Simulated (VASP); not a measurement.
# Cu3PbS4 (I-42m) in VASP: single point with PBE

Aim: the single point of Cu3PbS4 with PBE.

Program: VASP 6.6.1. These are calculated values, not measurements. Logs are shortened: lines on timing, memory, paths and dates and some standing lists are left out, and cuts for length are marked.

**1. The cell of the first run**

It takes space group I-42m (No. 121, tetragonal). The conventional cell has a = 5.496 Å, b = 5.496 Å, c = 10.992 Å, α = 90.00°, β = 90.00°, γ = 90.00°. Pb (site symmetry -42m) has 4 S at 2.38 Å within 3.1 Å. Within 3.1 Å of S (site symmetry m) lie 3 Cu at 2.38 Å and 1 Pb at 2.38 Å. Within 3.1 Å of Cu (site symmetry -4) lie 4 S at 2.38 Å. Cu (site symmetry -42m) has 4 S at 2.38 Å within 3.1 Å.

**2. Single point, PBE**

INCAR

```
  PREC = Accurate
  ENCUT = 520
  EDIFF = 1E-6
  ISMEAR = 1
  SIGMA = 0.0173
  LREAL = F
  LASPH = T
  NELM = 80
  ALGO = Normal
  ISIF = 2
  LWAVE = F
  LCHARG = F
  GGA = PE
  NBANDS = 46
```

KPOINTS

```
regular mesh
0
Gamma
  5 5 5
```

POSCAR

```
Cu3PbS4
1.0
    0.0000000000      5.4961480000      0.0000000000
    5.4961480000      0.0000000000      0.0000000000
    2.7480740000      2.7480740000     -5.4961480000
Pb S Cu
1 4 3
Direct
    0.0000000000      0.0000000000      0.0000000000
    0.3750000000      0.3750000000      0.7500000000
    0.6250000000      0.1250000000      0.2500000000
    0.8750000000      0.8750000000      0.7500000000
    0.1250000000      0.6250000000      0.2500000000
    0.7500000000      0.2500000000      0.5000000000
    0.2500000000      0.7500000000      0.5000000000
    0.5000000000      0.5000000000      0.0000000000
```

Potentials or basis: VASP PAW PBE potentials, release 64 (Pb_d, S, Cu).

Run with:

```sh
$ cat potpaw_PBE.64/Pb_d/POTCAR potpaw_PBE.64/S/POTCAR potpaw_PBE.64/Cu/POTCAR > POTCAR
$ mpirun -np 1 vasp_std > vasp.out
```

OUTCAR:

```text
PREC = Accurate
   ENCUT = 520
   EDIFF = 1E-6
   ISMEAR = 1
   LREAL = F
   LASPH = T
   NELM = 80
   ISIF = 2
   GGA = PE

 ion  position               nearest neighbor table
   1  0.000  0.000  0.000-   2 2.38   3 2.38   4 2.38   5 2.38
   2  0.375  0.375  0.750-   1 2.38   6 2.38   7 2.38   8 2.38
   3  0.625  0.125  0.250-   1 2.38   6 2.38   7 2.38   8 2.38
   4  0.875  0.875  0.750-   1 2.38   6 2.38   7 2.38   8 2.38
   5  0.125  0.625  0.250-   1 2.38   6 2.38   7 2.38   8 2.38
   6  0.750  0.250  0.500-   2 2.38   3 2.38   4 2.38   5 2.38
   7  0.250  0.750  0.500-   2 2.38   3 2.38   4 2.38   5 2.38
   8  0.500  0.500  0.000-   2 2.38   3 2.38   4 2.38   5 2.38

  LATTYP: Found a body centered tetragonal cell.
 ALAT       =     5.4961480000
 C/A-ratio  =     2.0000000000

  Lattice vectors:

 A1 = (  -2.7480740000,   2.7480740000,   5.4961480000)
 A2 = (   2.7480740000,  -2.7480740000,   5.4961480000)
 A3 = (   2.7480740000,   2.7480740000,  -5.4961480000)

Analysis of symmetry for initial positions (statically):
=====================================================================
 Subroutine PRICEL returns:
 Original cell was already a primitive cell.

 Routine SETGRP: Setting up the symmetry group for a
 body centered tetragonal supercell.

 Subroutine GETGRP returns: Found  8 space group operations
 (whereof  8 operations were pure point group operations)
 out of a pool of 16 trial point group operations.

The static configuration has the point symmetry D_2d.

Analysis of symmetry for dynamics (positions and initial velocities):
=====================================================================
 Subroutine PRICEL returns:
 Original cell was already a primitive cell.

 Routine SETGRP: Setting up the symmetry group for a
 body centered tetragonal supercell.

 Subroutine GETGRP returns: Found  8 space group operations
 (whereof  8 operations were pure point group operations)
 out of a pool of 16 trial point group operations.

The dynamic configuration has the point symmetry D_2d.

 Subroutine INISYM returns: Found  8 space group operations
 (whereof  8 operations are pure point group operations),
 and found     1 'primitive' translations

----------------------------------------------------------------------------------------

                                     Primitive cell

  volume of cell :     166.0257

  direct lattice vectors                    reciprocal lattice vectors
     0.000000000  5.496148000  0.000000000     0.000000000  0.181945610  0.090972805
     5.496148000  0.000000000  0.000000000     0.181945610  0.000000000  0.090972805
     2.748074000  2.748074000 -5.496148000     0.000000000  0.000000000 -0.181945610

  length of vectors
     5.496148000  5.496148000  6.731379075     0.203421376  0.203421376  0.181945610

  position of ions in fractional coordinates (direct lattice)
     0.000000000  0.000000000  0.000000000
     0.375000000  0.375000000  0.750000000
     0.625000000  0.125000000  0.250000000
     0.875000000  0.875000000  0.750000000
     0.125000000  0.625000000  0.250000000
     0.750000000  0.250000000  0.500000000
     0.250000000  0.750000000  0.500000000
     0.500000000  0.500000000  0.000000000

  ion indices of the primitive-cell ions
   primitive index   ion index
                 1           1
                 2           2
                 3           3
                 4           4
                 5           5
                 6           6
                 7           7
                 8           8

----------------------------------------------------------------------------------------

 KPOINTS: regular mesh

Automatic generation of k-mesh.
 Grid dimensions read from file:
 generate k-points for:    5    5    5

 Generating k-lattice:

  Cartesian coordinates                     Fractional coordinates (reciprocal lattice)
     0.000000000  0.036389122  0.018194561     0.200000000  0.000000000  0.000000000
     0.036389122  0.000000000  0.018194561     0.000000000  0.200000000  0.000000000
     0.000000000  0.000000000 -0.036389122     0.000000000  0.000000000  0.200000000

  Length of vectors
     0.040684275  0.040684275  0.036389122

  Shift w.r.t. Gamma in fractional coordinates (k-lattice)
     0.000000000  0.000000000  0.000000000

 Subroutine IBZKPT returns following result:
 ===========================================

 Found     18 irreducible k-points:

 Following reciprocal coordinates:
            Coordinates               Weight
  0.000000  0.000000  0.000000      1.000000
  0.200000  0.000000  0.000000      8.000000
  0.400000  0.000000  0.000000      8.000000
  0.200000  0.200000  0.000000      8.000000
  0.400000  0.200000 -0.000000     16.000000
 -0.400000  0.200000  0.000000     16.000000
[... 10 lines left out ...]
  0.000000  0.000000  0.400000      2.000000
 -0.200000  0.000000  0.400000      4.000000
   k-points           NKPTS =     18   k-points in BZ     NKDIM =     18   number of bands    NBANDS=     46
   number of dos      NEDOS =    301   number of ions     NIONS =      8
   total plane-waves  NPLWV =  88200
   dimension x,y,z NGX =    42 NGY =   42 NGZ =   50
   dimension x,y,z NGXF=    84 NGYF=   84 NGZF=  100
   ions per type =               1   4   3
   NGX,Y,Z   is equivalent  to a cutoff of  12.70, 12.70, 12.35 a.u.
   NGXF,Y,Z  is equivalent  to a cutoff of  25.41, 25.41, 24.70 a.u.
 SYSTEM =  unknown system
   PREC   = accura    normal or accurate (medium, high low for compatibility)
   ISTART =      0    job   : 0-new  1-cont  2-samecut
   ICHARG =      2    charge: 1-file 2-atom 10-const
   ISPIN  =      1    spin polarized calculation?
   LNONCOLLINEAR =      F non collinear calculations
   LSORBIT =      F    spin-orbit coupling
   LASPH  =      T    aspherical Exc in radial PAW
   ENCUT  =  520.0 eV  38.22 Ry    6.18 a.u.  10.22 10.22 12.52*2*pi/ulx,y,z
   NELM   =     80;   NELMIN=  2; NELMDL= -5     # of ELM steps
   EDIFF  = 0.1E-05   stopping-criterion for ELM
   LREAL  =      F    real-space projection
   EDIFFG = 0.1E-04   stopping-criterion for IOM
   NSW    =      0    number of steps for IOM
   IBRION =     -1    ionic relax: 0-MD 1-quasi-New 2-CG
   NFREE  =      0    steps in history (QN), initial steepest desc. (CG)
   ISIF   =      2    stress and relaxation
   ISYM   =      2    0-nonsym 1-usesym 2-fastsym
   POTIM  = 0.5000    time-step for ionic-motion
   TEBEG  =    0.0;   TEEND  =   0.0 temperature during run
   PSTRESS=    0.0 pullay stress
   NELECT =      71.0000    total number of electrons
   NUPDOWN=      -1.0000    fix difference up-down
   EMIN   =  10.00;   EMAX   =-10.00  energy-range for DOS
   EFERMI =   0.00;   METHOD = LEGACY
   ISMEAR =     1;   SIGMA  =   0.02  broadening in eV -4-tet -1-fermi 0-gaus
   EFERMI_NEDOS =   21; number of points for ismear=-14 and -15
   IALGO  =     38    algorithm
   IMIX   =      4    mixing-type and parameters
     AMIX     =   0.40;   BMIX     =  1.00
     AMIX_MAG =   1.60;   BMIX_MAG =  1.00
  volume/ion in A,a.u.               =      20.75       140.05
  Fermi-wavevector in a.u.,A,eV,Ry     =   1.233396  2.330780 20.698076  1.521266
  Thomas-Fermi vector in A             =   2.368128
   LORBIT       =      0    0 simple, 1 ext, 2 COOP (PROOUT), +10 PAW based schemes
   GGA     = PE    functional components
   LHFCALC =     F    Hartree Fock is set to
   AEXX    =    0.0000 exact exchange contribution
   IVDW    =     0    specifies the selected vdW correction
   LEPSILON=     F    determine dielectric tensor
   LRPA    =     F    only Hartree local field effects (RPA)
 non-spin polarized calculation
 Methfessel and Paxton  Order N= 1 SIGMA  =   0.02
  energy-cutoff  :      520.00
  volume of cell :      166.03
 maximum number of plane-waves:      4493
 NGX is ok and might be reduce to    42
   NGX = 21   NGY = 21   NGZ = 25

 number of electron      71.0000025 magnetization

 Free energy of the ion-electron system (eV)
  ---------------------------------------------------
  ext. energy  EPLUGINS =         0.00000000
  ---------------------------------------------------
  free energy    TOTEN  =       -32.12449772 eV

  energy without entropy =      -32.12450339  energy(sigma->0) =      -32.12449961

 E-fermi :   4.3225     XC(G=0):  -9.6530

 val. band max:        4.3122465607   @ k =   0.4000   0.4000   0.2000
 cond. band min:       4.3316479693   @ k =  -0.4000   0.0000   0.2000
 fundamental gap:      0.0194014086
 Fermi energy:         4.3224687224

 k-point     1 :       0.0000    0.0000    0.0000
  band No.  band energies     occupation
      1     -13.0966      2.00000
      2     -13.0966      2.00000
      3     -13.0921      2.00000
      4     -12.7623      2.00000
      5     -12.7609      2.00000
      6      -9.9430      2.00000
[... 38 lines left out ...]
     45      10.2518      0.00000
     46      10.4974      0.00000

 k-point     2 :       0.2000    0.0000    0.0000
  band No.  band energies     occupation
      1     -13.0978      2.00000
      2     -13.0974      2.00000
      3     -13.0934      2.00000
      4     -12.7620      2.00000
      5     -12.7599      2.00000
      6      -9.8331      2.00000
[... 38 lines left out ...]
     45      10.4714      0.00000
     46      10.6095      0.00000

 k-point     3 :       0.4000    0.0000    0.0000
  band No.  band energies     occupation
      1     -13.0998      2.00000
      2     -13.0987      2.00000
      3     -13.0955      2.00000
      4     -12.7617      2.00000
      5     -12.7582      2.00000
      6      -9.6034      2.00000
[... 38 lines left out ...]
     45      10.5975      0.00000
     46      11.0183      0.00000

 k-point     4 :       0.2000    0.2000    0.0000
  band No.  band energies     occupation
      1     -13.0986      2.00000
      2     -13.0980      2.00000
      3     -13.0953      2.00000
      4     -12.7614      2.00000
      5     -12.7592      2.00000
      6      -9.7034      2.00000
[... 626 lines left out ...]
     45      10.9597      0.00000
     46      11.1610      0.00000

 k-point    17 :       0.0000    0.0000    0.4000
  band No.  band energies     occupation
      1     -13.0956      2.00000
      2     -13.0949      2.00000
      3     -13.0949      2.00000
      4     -12.7621      2.00000
      5     -12.7611      2.00000
      6      -9.6829      2.00000
[... 38 lines left out ...]
     45      11.4683      0.00000
     46      11.4683      0.00000

 k-point    18 :      -0.2000    0.0000    0.4000
  band No.  band energies     occupation
      1     -13.0979      2.00000
      2     -13.0960      2.00000
      3     -13.0947      2.00000
      4     -12.7618      2.00000
      5     -12.7601      2.00000
      6      -9.5912      2.00000
[... 38 lines left out ...]
     45      10.9599      0.00000
     46      11.5605      0.00000

------------------------ aborting loop because EDIFF is reached ----------------------------------------

  FORCE on cell =-STRESS in cart. coord.  units (eV):
  Direction    XX          YY          ZZ          XY          YZ          ZX
  --------------------------------------------------------------------------------------
  -------------------------------------------------------------------------------------
  Total        2.5223462      2.5223462      2.6785396      0.0000000      0.0000000      0.0000000
  in kB       24.3410897     24.3410897     25.8483839      0.0000000      0.0000000      0.0000000
  external PRESSURE =      24.8435211 kB  Pullay stress =       0.0000000 kB

 VOLUME and BASIS-vectors are now :
 -----------------------------------------------------------------------------
  energy-cutoff  :      520.00
  volume of cell :      166.03
      direct lattice vectors                 reciprocal lattice vectors
     0.000000000  5.496148000  0.000000000     0.000000000  0.181945610  0.090972805
     5.496148000  0.000000000  0.000000000     0.181945610  0.000000000  0.090972805
     2.748074000  2.748074000 -5.496148000     0.000000000  0.000000000 -0.181945610

 POSITION                                       TOTAL-FORCE (eV/Angst)
 -----------------------------------------------------------------------------------
      0.00000      0.00000      0.00000         0.000000      0.000000      0.000000
      4.12211      4.12211     -4.12211         1.457284      1.457284      1.541532
      1.37404      4.12211     -1.37404         1.457284     -1.457284     -1.541532
      6.87019      6.87019     -4.12211        -1.457284     -1.457284      1.541532
      4.12211      1.37404     -1.37404        -1.457284      1.457284     -1.541532
      2.74807      5.49615     -2.74807        -0.000000      0.000000      0.000000
      5.49615      2.74807     -2.74807         0.000000      0.000000      0.000000
      2.74807      2.74807      0.00000        -0.000000      0.000000      0.000000
 -----------------------------------------------------------------------------------
    total drift:                               -0.000022     -0.000022      0.000018

  FREE ENERGIE OF THE ION-ELECTRON SYSTEM (eV)
  ---------------------------------------------------
  free  energy   TOTEN  =       -32.1244977185 eV

  energy  without entropy=      -32.1245033943  energy(sigma->0) =      -32.12449961
```

Wall time 3.6 min (1 thread of Oxide Virtual Turin-like, shared host); peak memory 0.32 GiB.

Results:

| Quantity | Value |
| --- | --- |
| Free energy | -32.1245 eV |
| Pressure | 2.5 GPa |
| Largest force | 2.574 eV/Å |

Forces on the atoms (eV/Å):
```
Pb   0.000  0.000  0.000
S    1.457  1.457  1.542
S    1.457 -1.457 -1.542
S   -1.457 -1.457  1.542
S   -1.457  1.457 -1.542
Cu   0.000  0.000  0.000
Cu   0.000  0.000  0.000
Cu   0.000  0.000  0.000
```

Levels at points of the mesh, in eV from the Fermi level:
| k point | band 32 | band 33 | band 34 | band 35 | band 36 | band 37 | band 38 | band 39 | band 40 | band 41 |
| --- | --- | --- | --- | --- | --- | --- | --- | --- | --- | --- |
| (0.00, 0.00, 0.00) | -1.18 | -1.05 | 0.43 | 0.44 | 0.44 | 0.60 | 2.96 | 3.62 | 4.81 | 4.81 |

Caveat: spin-orbit coupling is left out, which moves the levels of the heavy elements; forces of over 1 eV/Å act on the atoms, so gaps and moduli don't describe the material at rest. With open d or f shells a metallic result of PBE can be an artefact of self-interaction; +U or a hybrid may open a gap.
